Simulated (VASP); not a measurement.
# AgI (F-43m) in VASP: a series of runs, part 2 of 2

VASP 6.6.1.

## Step 3: Relaxation of cell and atoms, PBE

This run uses another cell than the first one, of 33.90 Å³/atom, 0.930 times its volume.

Contents of INCAR:

```
PREC = Accurate
ENCUT = 500
EDIFF = 1E-7
ISMEAR = 0
SIGMA = 0.02
LREAL = False
LASPH = True
NELM = 120
ALGO = Normal
ISIF = 3
LWAVE = False
LCHARG = False
GGA = PE
IBRION = 2
NSW = 100
EDIFFG = -0.005
GGA_COMPAT = False
NELMIN = 4
```

Contents of KPOINTS:

```
regular mesh
0
Gamma
  8 8 8
```

Contents of POSCAR:

```
AgI
1.0
    0.0000000000      3.2365000000      3.2365000000
    3.2365000000      0.0000000000      3.2365000000
    3.2365000000      3.2365000000      0.0000000000
Ag I
1 1
Direct
    0.0000000000      0.0000000000      0.0000000000
    0.2500000000      0.2500000000      0.2500000000
```

Potentials or basis: VASP PAW PBE potentials, release 64 (Ag, I).

The run is started by

```bash
cat potpaw_PBE.64/Ag/POTCAR potpaw_PBE.64/I/POTCAR > POTCAR
mpirun -np 1 vasp_std > vasp.out
```

OUTCAR:

```text
PREC = Accurate
   ENCUT = 500
   EDIFF = 1E-7
   ISMEAR = 0
   LREAL = False
   LASPH = True
   NELM = 120
   ISIF = 3
   GGA = PE
   IBRION = 2
   NSW = 100
   EDIFFG = -0.005
   NELMIN = 4

 ion  position               nearest neighbor table
   1  0.000  0.000  0.000-   2 2.80   2 2.80   2 2.80   2 2.80
   2  0.250  0.250  0.250-   1 2.80   1 2.80   1 2.80   1 2.80

  LATTYP: Found a face centered cubic cell.
 ALAT       =     6.4730000000

  Lattice vectors:

 A1 = (   0.0000000000,   3.2365000000,   3.2365000000)
 A2 = (   3.2365000000,   0.0000000000,   3.2365000000)
 A3 = (   3.2365000000,   3.2365000000,   0.0000000000)

Analysis of symmetry for initial positions (statically):
=====================================================================
 Subroutine PRICEL returns:
 Original cell was already a primitive cell.

 Routine SETGRP: Setting up the symmetry group for a
 face centered cubic supercell.

 Subroutine GETGRP returns: Found 24 space group operations
 (whereof 24 operations were pure point group operations)
 out of a pool of 48 trial point group operations.

The static configuration has the point symmetry T_d .

Analysis of symmetry for dynamics (positions and initial velocities):
=====================================================================
 Subroutine PRICEL returns:
 Original cell was already a primitive cell.

 Routine SETGRP: Setting up the symmetry group for a
 face centered cubic supercell.

 Subroutine GETGRP returns: Found 24 space group operations
 (whereof 24 operations were pure point group operations)
 out of a pool of 48 trial point group operations.

The dynamic configuration has the point symmetry T_d .

 Subroutine INISYM returns: Found 24 space group operations
 (whereof 24 operations are pure point group operations),
 and found     1 'primitive' translations

----------------------------------------------------------------------------------------

                                     Primitive cell

  volume of cell :      67.8042

  direct lattice vectors                    reciprocal lattice vectors
     0.000000000  3.236500000  3.236500000    -0.154487873  0.154487873  0.154487873
     3.236500000  0.000000000  3.236500000     0.154487873 -0.154487873  0.154487873
     3.236500000  3.236500000  0.000000000     0.154487873  0.154487873 -0.154487873

  length of vectors
     4.577102195  4.577102195  4.577102195     0.267580845  0.267580845  0.267580845

  position of ions in fractional coordinates (direct lattice)
     0.000000000  0.000000000  0.000000000
     0.250000000  0.250000000  0.250000000

  ion indices of the primitive-cell ions
   primitive index   ion index
                 1           1
                 2           2

----------------------------------------------------------------------------------------

 KPOINTS: regular mesh

Automatic generation of k-mesh.
 Grid dimensions read from file:
 generate k-points for:    8    8    8

 Generating k-lattice:

  Cartesian coordinates                     Fractional coordinates (reciprocal lattice)
    -0.019310984  0.019310984  0.019310984     0.125000000  0.000000000  0.000000000
     0.019310984 -0.019310984  0.019310984     0.000000000  0.125000000  0.000000000
     0.019310984  0.019310984 -0.019310984     0.000000000  0.000000000  0.125000000

[... 51 lines left out ...]
   LNONCOLLINEAR =      F non collinear calculations
   LSORBIT =      F    spin-orbit coupling
   LASPH  =      T    aspherical Exc in radial PAW
   ENCUT  =  500.0 eV  36.75 Ry    6.06 a.u.   8.35  8.35  8.35*2*pi/ulx,y,z
   NELM   =    120;   NELMIN=  4; NELMDL= -5     # of ELM steps
   EDIFF  = 0.1E-06   stopping-criterion for ELM
   LREAL  =      F    real-space projection
   EDIFFG = -.5E-02   stopping-criterion for IOM
   NSW    =    100    number of steps for IOM
   IBRION =      2    ionic relax: 0-MD 1-quasi-New 2-CG
   NFREE  =      1    steps in history (QN), initial steepest desc. (CG)
   ISIF   =      3    stress and relaxation
   ISYM   =      2    0-nonsym 1-usesym 2-fastsym
   POTIM  = 0.5000    time-step for ionic-motion
   TEBEG  =    0.0;   TEEND  =   0.0 temperature during run
   PSTRESS=    0.0 pullay stress
   NELECT =      18.0000    total number of electrons
   NUPDOWN=      -1.0000    fix difference up-down
   EMIN   =  10.00;   EMAX   =-10.00  energy-range for DOS
   EFERMI =   0.00;   METHOD = LEGACY
   ISMEAR =     0;   SIGMA  =   0.02  broadening in eV -4-tet -1-fermi 0-gaus
   EFERMI_NEDOS =   21; number of points for ismear=-14 and -15
   IALGO  =     38    algorithm
   IMIX   =      4    mixing-type and parameters
     AMIX     =   0.40;   BMIX     =  1.00
     AMIX_MAG =   1.60;   BMIX_MAG =  1.00
  volume/ion in A,a.u.               =      33.90       228.78
  Fermi-wavevector in a.u.,A,eV,Ry     =   1.052156  1.988286 15.062083  1.107032
  Thomas-Fermi vector in A             =   2.187227
   LORBIT       =      0    0 simple, 1 ext, 2 COOP (PROOUT), +10 PAW based schemes
   GGA     = PE    functional components
   LHFCALC =     F    Hartree Fock is set to
   AEXX    =    0.0000 exact exchange contribution
   IVDW    =     0    specifies the selected vdW correction
   LEPSILON=     F    determine dielectric tensor
   LRPA    =     F    only Hartree local field effects (RPA)
 conjugate gradient relaxation of ions
 non-spin polarized calculation
 Gauss-broadening in eV      SIGMA  =   0.02
  energy-cutoff  :      500.00
  volume of cell :       67.80
 maximum number of plane-waves:      1759
 NGX is ok and might be reduce to    36
   NGX = 17   NGY = 17   NGZ = 17

--------------------------------------- Ionic step        1  -------------------------------------------

 number of electron      17.9999998 magnetization

 Free energy of the ion-electron system (eV)
  ---------------------------------------------------
  ext. energy  EPLUGINS =         0.00000000
  ---------------------------------------------------
  free energy    TOTEN  =        -4.76111421 eV

  energy without entropy =       -4.76111421  energy(sigma->0) =       -4.76111421

------------------------ aborting loop because EDIFF is reached ----------------------------------------

  FORCE on cell =-STRESS in cart. coord.  units (eV):
  Direction    XX          YY          ZZ          XY          YZ          ZX
  --------------------------------------------------------------------------------------
  -------------------------------------------------------------------------------------
  Total        0.9193990      0.9193990      0.9193990      0.0000000      0.0000000     -0.0000000
  in kB       21.7248986     21.7248986     21.7248986      0.0000000      0.0000000     -0.0000000
  external PRESSURE =      21.7248986 kB  Pullay stress =       0.0000000 kB
[... 59 lines left out ...]
--------------------------------------- Ionic step        3  -------------------------------------------

 number of electron      18.0000004 magnetization

 Free energy of the ion-electron system (eV)
  ---------------------------------------------------
  ext. energy  EPLUGINS =         0.00000000
  ---------------------------------------------------
  free energy    TOTEN  =        -4.79189803 eV

  energy without entropy =       -4.79189803  energy(sigma->0) =       -4.79189803

 E-fermi :   2.5755     XC(G=0):  -8.1545

 val. band max:        2.4822057989   @ k =   0.0000   0.0000   0.0000
 cond. band min:       3.8273646457   @ k =   0.0000   0.0000   0.0000
 fundamental gap:      1.3451588468
 Fermi energy:         2.5754799580

 k-point     1 :       0.0000    0.0000    0.0000
  band No.  band energies     occupation
      1     -10.0021      2.00000
      2      -1.3903      2.00000
      3      -1.3903      2.00000
      4      -1.3903      2.00000
      5      -0.3436      2.00000
      6      -0.3436      2.00000
      7       2.4822      2.00000
      8       2.4822      2.00000
      9       2.4822      2.00000
     10       3.8274      0.00000
     11       8.3336      0.00000
     12       8.3336      0.00000
     13       8.3336      0.00000
[... 354 lines left out ...]
  band No.  band energies     occupation
      1      -9.7176      2.00000
      2      -1.2775      2.00000
      3      -1.2072      2.00000
      4      -1.0509      2.00000
      5      -0.3729      2.00000
      6      -0.3026      2.00000
      7      -0.1335      2.00000
      8       1.0935      2.00000
      9       1.5070      2.00000
     10       6.3043      0.00000
     11       8.0161      0.00000
     12       8.9692      0.00000
     13      10.0142      0.00000

 [... further k-points ...]

------------------------ aborting loop because EDIFF is reached ----------------------------------------

  FORCE on cell =-STRESS in cart. coord.  units (eV):
  Direction    XX          YY          ZZ          XY          YZ          ZX
  --------------------------------------------------------------------------------------
  -------------------------------------------------------------------------------------
  Total        0.0015310      0.0015310      0.0015310     -0.0000000      0.0000000      0.0000000
  in kB        0.0337348      0.0337348      0.0337348     -0.0000000      0.0000000      0.0000000
  external PRESSURE =       0.0337348 kB  Pullay stress =       0.0000000 kB
[... 17 lines left out ...]
  FREE ENERGIE OF THE ION-ELECTRON SYSTEM (eV)
  ---------------------------------------------------
  free  energy   TOTEN  =        -4.7918980341 eV

  energy  without entropy=       -4.7918980341  energy(sigma->0) =       -4.79189803

 reached required accuracy - stopping structural energy minimisation
```

OSZICAR:

```text
N       E                     dE             d eps       ncg     rms          rms(c)
DAV:   1     0.918631202212E+02    0.91863E+02   -0.75517E+03   762   0.112E+03
DAV:   2    -0.115626267335E+01   -0.93019E+02   -0.87192E+02   869   0.220E+02
DAV:   3    -0.479438897005E+01   -0.36381E+01   -0.36289E+01   884   0.462E+01
[... 31 lines left out ...]
DAV:   4    -0.479190092692E+01    0.38469E-04   -0.10375E-04   787   0.106E-01    0.209E-02
DAV:   5    -0.479189918706E+01    0.17399E-05   -0.13928E-05   784   0.448E-02    0.237E-02
DAV:   6    -0.479189932614E+01   -0.13907E-06   -0.13352E-06   839   0.120E-02    0.145E-02
DAV:   7    -0.479189800662E+01    0.13195E-05   -0.44629E-06   764   0.344E-02    0.903E-03
DAV:   8    -0.479189803411E+01   -0.27494E-07   -0.78236E-07   834   0.747E-03
   3 F= -.47918980E+01 E0= -.47918980E+01  d E =-.307838E-01
```

Run time: 58 s. Hardware: 1 thread of Intel Xeon 6975P-C (Granite Rapids), shared host; peak memory 0.21 GiB.

What came out:

```
Free energy                            : -4.7919 eV
Relaxed volume                         : 36.36 Å³/atom
Relaxed cell                           : a = 4.685 Å, b = 4.685 Å, c = 4.685 Å, α = 60.00°, β = 60.00°, γ = 60.00°
Space group after relaxing (to 0.05 Å) : F-43m (No. 216)
Energy gained by relaxing              : 15.4 meV/atom
Ionic steps                            : 3
Pressure after relaxing                : 0.0 GPa
Band gap on the k mesh                 : 1.35 eV, direct
```

Step by step:
| step | energy change (eV) | largest force (eV/Å) | pressure (GPa) | volume (Å³) |
| --- | --- | --- | --- | --- |
| 1 | 0.0000 | 0.0000 | 2.17 | 67.80 |
| 2 | -0.0307 | 0.0000 | 0.10 | 72.42 |
| 3 | -0.0308 | 0.0000 | 0.00 | 72.71 |

Final structure:
```xyz
2
Lattice="0.0000 3.3128 3.3128 3.3128 0.0000 3.3128 3.3128 3.3128 0.0000" Properties=species:S:1:pos:R:3 pbc="T T T"
Ag    0.0000    0.0000    0.0000
I     1.6564    1.6564    1.6564
```

Caveat: spin-orbit coupling is left out, which moves the levels of the heavy elements.

## Step 4: Single point, PBE (strained)

Contents of INCAR:

```
PREC     = Accurate       # precision mode
ENCUT    = 500            # plane-wave cutoff, eV
EDIFF    = 1E-6           # SCF threshold, eV
ISMEAR   = 0              # smearing method
SIGMA    = 0.02           # smearing width, eV
LREAL    = False          # projectors in reciprocal space
LASPH    = True           # aspherical terms in the spheres
NELM     = 120            # most SCF steps
ALGO     = Normal         # electronic algorithm
ISIF     = 2              # what is computed and relaxed
LWAVE    = False          # write WAVECAR
LCHARG   = False          # write CHGCAR
GGA      = PE             # functional
NBANDS   = 16             # bands
GGA_COMPAT= False
```

Contents of KPOINTS:

```
Automatic mesh
0
Gamma
  8 8 8
```

Contents of POSCAR:

```
AgI
1.0
    0.0000000000      3.3431750400      3.3431750400
    3.3431750400      0.0000000000      3.3431750400
    3.3431750400      3.3431750400      0.0000000000
Ag I
1 1
Direct
    0.0000000000      0.0000000000      0.0000000000
    0.7500000000      0.7500000000      0.7500000000
```

The run is started by

```bash
cat potpaw_PBE.64/Ag/POTCAR potpaw_PBE.64/I/POTCAR > POTCAR
mpirun -np 1 vasp_std > vasp.out
```

It took 46 s on 1 thread of Intel Xeon 8259CL, shared host; peak memory 0.22 GiB.

The run converged. Its results:

```
Free energy            : -4.7877 eV
Pressure               : -0.7 GPa
Band gap on the k mesh : 1.35 eV, direct
```

Levels at points of the mesh, in eV from the valence-band top:
```tsv
k point	band 6	band 7	band 8	band 9	band 10	band 11	band 12	band 13
(0.00, 0.00, 0.00)	-2.72	0.00	0.00	0.00	1.35	5.89	5.89	5.89
(0.50, 0.00, 0.00)	-2.70	-2.61	-0.61	-0.61	2.80	6.34	6.34	7.05
(0.50, 0.50, 0.00)	-2.63	-2.30	-1.51	-1.51	3.85	3.86	8.24	9.34
```

Caveat: the cell differs from its parent crystal (strained); spin-orbit coupling is left out, which moves the levels of the heavy elements.

## Step 5: The runs side by side

```tsv
task	cell	gap on the mesh (eV)	pressure (GPa)
single point	a = 4.689 Å, angles 60.0°, 2 atoms	1.35	-0.1
relaxation of cell and atoms	relaxed from a = 4.577 Å, angles 60.0°, 2 atoms	1.35	0.0
single point	a = 4.728 Å, angles 60.0°, 2 atoms	1.35	-0.7
```

Alike in all rows: level PBE; potentials or basis VASP PAW PBE potentials, release 64 (Ag, I); no spin polarisation; k mesh 8 × 8 × 8; cutoff (eV) 500; smearing gaussian 0.02 eV.

Caveats: spin-orbit coupling is left out, which moves the levels of the heavy elements.

Absolute energies hang on the potentials; compare differences alone.
